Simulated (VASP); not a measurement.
Write the native input for VASP 6.6.1 that does the following.

```
Task                   : single point
Functional             : PBEsol
Potentials or basis    : VASP PAW PBE potentials, release 64 (Ni)
Cutoff                 : 520 eV
k mesh                 : 16 × 16 × 8
Occupations            : fermi-dirac, width 0.1 eV
Spin                   : collinear spin, antiferromagnetic start
Starting moments       : [1.0, -1.0] μB
Dipole correction      : no
Further INCAR settings : ALGO = Normal; EDIFF = 1e-06; NBANDS = 21
```

The structure of Ni lies in POSCAR:

```
Ni
1.0
    2.3635373233      0.0000000000      0.0000000000
   -1.1817686617      2.0468857698      0.0000000000
    0.0000000000      0.0000000000      3.9322548205
Ni
2
Direct
    0.3333333333      0.6666666667      0.2500000000
    0.6666666667      0.3333333333      0.7500000000
```

This isn't the form of Ni at room conditions, which is fcc.

One way to write it, as run:

INCAR

```
PREC = Accurate
ENCUT = 520
EDIFF = 1E-6
ISMEAR = -1
SIGMA = 0.1
LREAL = F
LASPH = T
NELM = 150
ALGO = Normal
ISIF = 2
LWAVE = F
LCHARG = T
ISPIN = 2
MAGMOM = 1 -1
LORBIT = 11
LMAXMIX = 4
GGA = PS
LELF = T
LVHAR = T
NBANDS = 21
```

KPOINTS

```
Automatic mesh
0
Gamma
  16 16 8
```

Potentials or basis: VASP PAW PBE potentials, release 64 (Ni).

Command:

```bash
$ cat potpaw_PBE.64/Ni/POTCAR > POTCAR
$ mpirun -np 1 vasp_std > vasp.out
```

Results of the run:

The pressure is 24.7 GPa, the band gap on the k mesh is zero (filled and empty bands overlap) and the net moment is 0.00 μB per cell. The valence electrons inside the program's atomic spheres are Ni 9.59.

Caveat: the cell stands under pressure; the PAW data sets were made with another functional, which shifts forces and pressure a little.

Wall time 92 s on 1 thread of Intel(R) Xeon(R) Platinum 8488C (Sapphire Rapids), with other jobs on the host, peak memory 0.2 GiB.
